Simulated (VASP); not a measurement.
A run of VASP 6.6.1 is set up as follows.

The input INCAR:

```
ALGO = Normal
DIPOL = 0.5 0.5 0.500
EDIFF = 1E-6
ENCUT = 400
GGA = PS
GGA_COMPAT = F
IDIPOL = 3
ISIF = 2
ISMEAR = -1
LASPH = T
LCHARG = T
LDIPOL = T
LELF = T
LREAL = F
LVACPOTAV = T
LVHAR = T
LWAVE = F
NBANDS = 18
NELM = 120
NELMDL = -8
PREC = Accurate
SIGMA = 0.05
```

The input KPOINTS:

```
k-points
0
Gamma
  14 14 1
```

The input POSCAR:

```
Au
1.0
    2.8875949632      0.0000000000      0.0000000000
   -1.4437974816      2.5007305940      0.0000000000
    0.0000000000      0.0000000000     18.3577000000
Au
2
Direct
    0.8333333330      0.1666666670      0.4357841282
    0.1666666670      0.8333333330      0.5642158718
```

Potentials or basis: VASP PAW PBE potentials, release 64 (Au).

The run is started by

```sh
$ cat potpaw_PBE.64/Au/POTCAR > POTCAR
$ mpirun -np 1 vasp_std > vasp.out
```

**Question.** Estimate the largest force.

**Answer.** 0.207 eV/Å.

**Question.** Predict the band gap on the k mesh.

**Answer.** Zero (bands 11 and 12 overlap by 5.00 eV).

Forces on the atoms (eV/Å):
```
Au   0.000  0.000 -0.207
Au   0.000  0.000  0.207
```

Caveat: the PAW data sets were made with another functional, which shifts forces and pressure a little; spin-orbit coupling is left out, which moves the levels of the heavy elements.
